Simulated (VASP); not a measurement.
Runs of VASP 6.6.1 on Tc. The structure is that of space group P6_3/mmc (No. 194), or close to it. The cells are those of the table. 

| task | cell | gap on the mesh (eV) | pressure (GPa) |
| --- | --- | --- | --- |
| single point | a = 2.795, b = 2.795, c = 4.398 Å, angles 90.0, 90.0, 120.0°, 2 atoms | none | -21.9 |
| single point | a = 2.767, b = 2.767, c = 4.398 Å, angles 90.0, 90.0, 120.0°, 2 atoms | none | -17.1 |
| single point | a = 2.758, b = 2.758, c = 4.427 Å, angles 90.0, 90.0, 120.0°, 2 atoms | none | -17.1 |
| single point | a = 2.740, b = 2.740, c = 4.486 Å, angles 90.0, 90.0, 120.0°, 2 atoms | none | (b) |
| electric field gradients | a = 2.740, b = 2.740, c = 4.354 Å, angles 90.0, 90.0, 120.0°, 2 atoms | none | -8.6 |
| electric field gradients | a = 2.684, b = 2.684, c = 4.308 Å, angles 90.0, 90.0, 120.0°, 2 atoms | none | (a) |
| single point | a = 2.776, b = 2.776, c = 4.456 Å, angles 90.0, 90.0, 120.0°, 2 atoms | none | -22.0 |
| single point | a = 2.794, b = 2.794, c = 4.484 Å, angles 90.0, 90.0, 120.0°, 2 atoms | none | -26.3 |
| electric field gradients | a = 2.731, b = 2.731, c = 4.383 Å, angles 90.0, 90.0, 120.0°, 2 atoms | none | -8.7 |
| electric field gradients | a = 2.740, b = 2.740, c = 4.398 Å, angles 90.0, 90.0, 120.0°, 2 atoms | none | -11.6 |

Alike in all rows: level LDA; potentials or basis VASP PAW LDA potentials, release 64 (Tc_pv); no spin polarisation; k mesh 17 × 17 × 9; cutoff (eV) 520; smearing fermi-dirac 0.08 eV.

Task: Estimate the missing entries.

Result: (a) 9.1; (b) -17.0.

Caveats: the cell stands under tension (at least some runs); the stress differs along the axes, from -22 to -14 GPa (at least some runs); the cell stands under pressure (at least some runs).

A k mesh can miss the band edges, and the runs leave out spin-orbit coupling on Tc.

A gap of «none» marks levels without a gap at the run's occupations.
